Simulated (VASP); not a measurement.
A run of VASP 6.6.1:

POSCAR

```
BP
1.0
    0.0000000000      2.1554244706      2.1554244706
    2.1554244706      0.0000000000      2.1554244706
    2.1554244706      2.1554244706      0.0000000000
B P
1 1
Direct
    0.0000000000      0.0000000000      0.0000000000
    0.5000000000      0.5000000000      0.5000000000
```

The input INCAR.step1:

```
SYSTEM = BP
PREC     = Accurate       ! precision mode
ENCUT    = 520            ! plane-wave cutoff, eV
EDIFF    = 1E-5           ! SCF threshold, eV
ISMEAR   = -1             ! smearing method
SIGMA    = 0.02           ! smearing width, eV
LREAL    = .FALSE.        ! projectors in reciprocal space
LASPH    = .TRUE.         ! aspherical terms in the spheres
NELM     = 80             ! most SCF steps
ALGO     = Normal         ! electronic algorithm
ISIF     = 2              ! what is computed and relaxed
LWAVE    = .TRUE.         ! write WAVECAR
NBANDS   = 11             ! bands
GGA      = PE             ! functional
```

File INCAR.step2:

```
SYSTEM = BP
PREC     = Accurate       ! precision mode
ENCUT    = 520            ! plane-wave cutoff, eV
EDIFF    = 1E-6           ! SCF threshold, eV
ISMEAR   = -1             ! smearing method
SIGMA    = 0.02           ! smearing width, eV
LREAL    = .FALSE.        ! projectors in reciprocal space
LASPH    = .TRUE.         ! aspherical terms in the spheres
NELM     = 80             ! most SCF steps
ALGO     = Normal         ! electronic algorithm
ISIF     = 2              ! what is computed and relaxed
LWAVE    = .FALSE.        ! write WAVECAR
LCHARG   = .TRUE.         ! write CHGCAR
GGA      = PE             ! functional
LHFCALC  = .TRUE.         ! exact exchange
HFSCREEN = 0.2079         ! screening, 1/A
PRECFOCK = Normal       
LELF     = .TRUE.         ! ELF
LVHAR    = .TRUE.       
NBANDS   = 11             ! bands
ISTART   = 1
```

File KPOINTS:

```
Automatic mesh
0
G
  4 4 4
  0 0 0
```

Potentials or basis: VASP PAW PBE potentials, release 64 (B, P).

Launch:

```sh
$ cat potpaw_PBE.64/B/POTCAR potpaw_PBE.64/P/POTCAR > POTCAR
$ cp INCAR.step1 INCAR
$ mpirun -np 1 vasp_std > vasp.out
$ cp INCAR.step2 INCAR
$ mpirun -np 1 vasp_std > vasp.out
```

Hardware: 1 thread of AMD EPYC 7R13, with other jobs on the host.

Task: How long does it take, and how much memory?

Result: Run time: 2.1 min on 1 thread of AMD EPYC 7R13 (shared host), peak memory 0.2 GiB. Counts: k points 8.
